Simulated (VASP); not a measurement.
N, 8 atoms in the cell. The structure is cubic, space group P2_13 (No. 198). The conventional cell has a = 5.807 Å, b = 5.807 Å, c = 5.807 Å, α = 90.00°, β = 90.00°, γ = 90.00°. Within 1.5 Å of N (site symmetry 3) lie 1 N at 1.09 Å. Within 1.5 Å of N (site symmetry 3) lie 1 N at 1.09 Å. 

```yaml
Program: VASP 6.6.1
Task: single point
Functional: r2SCAN
Potentials_or_basis: VASP PAW PBE potentials, release 64 (N_h)
Cutoff: 910 eV
k_mesh: 4 × 4 × 4
Occupations: gaussian, width 0.1 eV
Spin: no spin polarisation
Dipole_correction: no
Further_INCAR_settings: ALGO = Normal; EDIFF = 1e-06; NBANDS = 30
```

Potentials or basis: VASP PAW PBE potentials, release 64 (N_h).

Command:

```sh
$ cat potpaw_PBE.64/N_h/POTCAR > POTCAR
$ cp INCAR.step1 INCAR
$ mpirun -np 1 vasp_std > vasp.out
$ cp INCAR.step2 INCAR
$ mpirun -np 1 vasp_std > vasp.out
```

Hardware: 1 thread of AMD EPYC 9R45 96-Core Processor (Zen 5) (shared host).

Q: How long does it take, and how much memory?

A: Run time: 8 min on 1 thread of AMD EPYC 9R45 96-Core Processor (Zen 5), with other jobs on the host, peak memory 0.52 GiB. Counts: k points 11.
